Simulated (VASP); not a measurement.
A run of VASP 6.6.1 is set up as follows.

File INCAR:

```
PREC     = Accurate       # precision mode
ENCUT    = 520            # plane-wave cutoff, eV
EDIFF    = 1E-6           # SCF threshold, eV
ISMEAR   = -1             # smearing method
SIGMA    = 0.1            # smearing width, eV
LREAL    = F              # projectors in reciprocal space
LASPH    = T              # aspherical terms in the spheres
NELM     = 100            # most SCF steps
ALGO     = Normal         # electronic algorithm
ISIF     = 2              # what is computed and relaxed
LWAVE    = F              # write WAVECAR
LCHARG   = F              # write CHGCAR
GGA      = PS             # functional
NBANDS   = 21             # bands
```

Contents of KPOINTS:

```
Automatic mesh
0
Gamma
  22 22 12
```

POSCAR

```
Ru
1.0
    2.6932743844      0.0000000000      0.0000000000
   -1.3466371922      2.3324440363      0.0000000000
    0.0000000000      0.0000000000      4.2432628382
Ru
2
Direct
    0.3333333333      0.6666666667      0.2500000000
    0.6666666667      0.3333333333      0.7500000000
```

Potentials or basis: VASP PAW PBE potentials, release 64 (Ru_pv).

The run is started by

```bash
$ cat potpaw_PBE.64/Ru_pv/POTCAR > POTCAR
$ mpirun -np 1 vasp_std > vasp.out
```

(1) What does it give for the pressure?

(2) Predict the band gap on the k mesh.

Answers

(1) 0.0 GPa.

(2) zero (bands 14 and 15 overlap by 3.30 eV).

Caveat: the PAW data sets were made with another functional, which shifts forces and pressure a little.
